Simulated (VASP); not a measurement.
A run of VASP 6.6.1:

The input INCAR:

```
SYSTEM = Cu
PREC = Accurate
ENCUT = 520
EDIFF = 1E-7
ISMEAR = 0
SIGMA = 0.15
LREAL = .FALSE.
LASPH = .TRUE.
NELM = 80
ALGO = Normal
ISIF = 2
LWAVE = .FALSE.
LCHARG = .FALSE.
NBANDS = 12
```

File KPOINTS:

```
regular mesh
0
G
  22 22 22
  0 0 0
```

Contents of POSCAR:

```
Cu
1.0
   -1.3917000000      1.3917000000      1.3243000000
    1.3917000000     -1.3917000000      1.3243000000
    1.3917000000      1.3917000000     -1.3243000000
Cu
1
Direct
    0.0000000000      0.0000000000      0.0000000000
```

Potentials or basis: VASP PAW LDA potentials, release 64 (Cu).

Launch:

```bash
$ cat potpaw_LDA.64/Cu/POTCAR > POTCAR
$ mpirun -np 1 vasp_std > vasp.out
```

Hardware: 1 thread of Intel(R) Xeon(R) Platinum 8275CL CPU @ 3.00GHz (Skylake/Cascade Lake), on a shared host.

Task: Estimate the wall time of this run.

Result: Run time: 64 s on 1 thread of Intel(R) Xeon(R) Platinum 8275CL CPU @ 3.00GHz (Skylake/Cascade Lake), with other jobs on the host, peak memory 0.2 GiB. Counts: scf iterations 12, k points 834.
